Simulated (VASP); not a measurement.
A run of VASP 6.6.1 is set up as follows.

The input INCAR:

```
  PREC = Accurate
  ENCUT = 520
  EDIFF = 1E-6
  ISMEAR = 0
  SIGMA = 0.1
  LREAL = False
  LASPH = True
  NELM = 60
  ALGO = Normal
  ISIF = 2
  LWAVE = False
  LCHARG = True
  GGA = PE
  LELF = True
  LVHAR = True
  NBANDS = 16
```

File KPOINTS:

```
Automatic mesh
0
Gamma
  6 6 6
```

File POSCAR:

```
BeS
1.0
    0.0000000000      2.9658041769      2.9658041769
    2.9658041769      0.0000000000      2.9658041769
    2.9658041769      2.9658041769      0.0000000000
Be S
2 2
Direct
    0.5000000000      0.5000000000      0.5000000000
    0.7500000000      0.7500000000      0.7500000000
    0.0000000000      0.0000000000      0.0000000000
    0.2500000000      0.2500000000      0.2500000000
```

Potentials or basis: VASP PAW PBE potentials, release 64 (Be, S).

Run with:

```console
$ cat potpaw_PBE.64/Be/POTCAR potpaw_PBE.64/S/POTCAR > POTCAR
$ mpirun -np 1 vasp_std > vasp.out
```

Predict the band gap on the k mesh.

zero (band 8 reaches 8.14 eV, above the bottom of band 9 at 5.42 eV).

Predict the pressure.

-0.1 GPa.
